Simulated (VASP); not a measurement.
A run of VASP 6.6.1:

INCAR

```
PREC     = Accurate       # precision mode
ENCUT    = 520            # plane-wave cutoff, eV
EDIFF    = 1E-6           # SCF threshold, eV
ISMEAR   = -1             # smearing method
SIGMA    = 0.1            # smearing width, eV
LREAL    = F              # projectors in reciprocal space
LASPH    = T              # aspherical terms in the spheres
NELM     = 100            # most SCF steps
ALGO     = Normal         # electronic algorithm
ISIF     = 2              # what is computed and relaxed
LWAVE    = F              # write WAVECAR
LCHARG   = F              # write CHGCAR
GGA      = RE             # functional
NBANDS   = 12             # bands
```

Contents of KPOINTS:

```
regular mesh
0
Gamma
  14 14 14
```

The input POSCAR:

```
Cu
1.0
    2.4299874555      0.0000000000      0.0000000000
    0.0000000000      2.4299874555      0.0000000000
    0.0000000000      0.0000000000      2.4299874555
Cu
1
Direct
    0.0000000000      0.0000000000      0.0000000000
```

Potentials or basis: VASP PAW PBE potentials, release 64 (Cu).

Run with:

```console
$ cat potpaw_PBE.64/Cu/POTCAR > POTCAR
$ mpirun -np 1 vasp_std > vasp.out
```

Hardware: 1 thread of Intel(R) Xeon(R) Platinum 8488C (Sapphire Rapids), on a shared host.

**Question.** How long does it take, and how much memory?

**Answer.** It took 9 s on 1 thread of Intel(R) Xeon(R) Platinum 8488C (Sapphire Rapids), with other jobs on the host, peak memory 0.13 GiB. Counts: scf iterations 11, k points 120.
